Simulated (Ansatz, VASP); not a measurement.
Two plane-wave programs on Ga4SbAs3

```
Ga Sb As
1.0
     4.14844    0.00000    0.00000
     0.00000    4.14844    0.00000
     0.00000    0.00000   11.72929
Ga Sb As
4 1 3
Direct
  0.50000 0.00000 0.63853
  0.00000 0.50000 0.87965
  0.50000 0.00000 0.12036
  0.00000 0.50000 0.36147
  0.00000 0.00000 0.50000
  0.00000 0.00000 0.00000
  0.50000 0.50000 0.24097
  0.50000 0.50000 0.75904
```

Alike in both runs: task single point; functional PBE; k mesh 4 × 4 × 2; occupations gaussian, width 0.1 eV; no spin polarisation.

|  | VASP | Ansatz |
| --- | --- | --- |
| version | VASP 6.6.1 | Ansatz 0.2.0 |
| potentials or method | VASP PAW PBE potentials, release 64 (Ga_d, Sb, As), cutoff 520 eV | scalar-relativistic, plane waves, PAW |
| valence electrons in the cell | 72 | 112 |

Ansatz gave:

| Quantity | Value |
| --- | --- |
| gap on the k mesh at the Fermi level (eV) | none |
| pressure (GPa) | 0.3 |
| traceless stress, the component that is largest in VASP (GPa) | -0.56 |
| rms of the force components (eV/Å) | 0.011 |

Problem. What did VASP give for the same quantities?

Solution. gap on the k mesh at the Fermi level (eV): none; pressure (GPa): 0.4; traceless stress, the component that is largest in VASP (GPa): -0.57; rms of the force components (eV/Å): 0.010.

Atom by atom the forces differ by 0.001 eV/Å (rms over components). A gap of «none» marks a metal or a gap that the smearing closes. The functional is the same, so the differences come from potentials, cutoffs and numerics. VASP's potentials hold 72 valence electrons a cell and Ansatz's 112, so a difference there can come from the potentials and not from the codes.

The k mesh is coarse, so the values compare programs but aren't converged. Neither program's run includes spin-orbit coupling.
